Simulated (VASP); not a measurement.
Write the native input for VASP 6.6.1 that does the following.

```yaml
Task: single point
Functional: PBEsol
Potentials_or_basis: VASP PAW PBE potentials, release 64 (W_sv, Se)
Cutoff: 520 eV
k_mesh: 12 × 12 × 2, shifted
Occupations: gaussian, width 0.01 eV
Spin: no spin polarisation
Dipole_correction: no
Further_INCAR_settings: ALGO = Normal; EDIFF = 1e-07; NBANDS = 35; ISYM = 0
```

The structure of WSe2 lies in POSCAR:

```
WSe2
1.0
    3.2711663665      0.0000093115      0.0000000000
   -1.6355751193      2.8329178291      0.0000000000
    0.0000000000      0.0000000000     13.2207698787
W Se
2 4
Direct
    0.3333337400      0.6666662600      0.2500000000
    0.6666662600      0.3333337400      0.7500000000
    0.3333320445      0.6666679555      0.6233680267
    0.6666679555      0.3333320445      0.1233680267
    0.3333320445      0.6666679555      0.8766319733
    0.6666679555      0.3333320445      0.3766319733
```

The input as run:

INCAR

```
PREC = Accurate ; ENCUT = 520
EDIFF = 1E-7 ; ISMEAR = 0
SIGMA = 0.01 ; LREAL = F
LASPH = T ; NELM = 60
ALGO = Normal ; ISIF = 2
LWAVE = F ; LCHARG = F
GGA = PS ; NBANDS = 35
ISYM = 0
```

KPOINTS

```
Automatic mesh
0
Gamma
  12 12 2
  0.5 0.5 0.5
```

Potentials or basis: VASP PAW PBE potentials, release 64 (W_sv, Se).

Run with:

```bash
$ cat potpaw_PBE.64/W_sv/POTCAR potpaw_PBE.64/Se/POTCAR > POTCAR
$ mpirun -np 1 vasp_std > vasp.out
```

Results of the run:

```json
{
  "Pressure": "0.4 GPa",
  "Largest force": "0.061 eV/Å",
  "Band gap on the k mesh": "1.24 eV (least direct gap 1.78 eV)"
}
```

Caveat: the PAW data sets were made with another functional, which shifts forces and pressure a little; spin-orbit coupling is left out, which moves the levels of the heavy elements; a shifted mesh leaves out Γ, where band edges can lie; this functional lacks dispersion, which binds layers or chains, so the pressure and a relaxed spacing across them are unreliable.

Wall time 16 min on 1 thread of Intel(R) Xeon(R) Platinum 8488C (Sapphire Rapids) (shared host), peak memory 1.4 GiB.
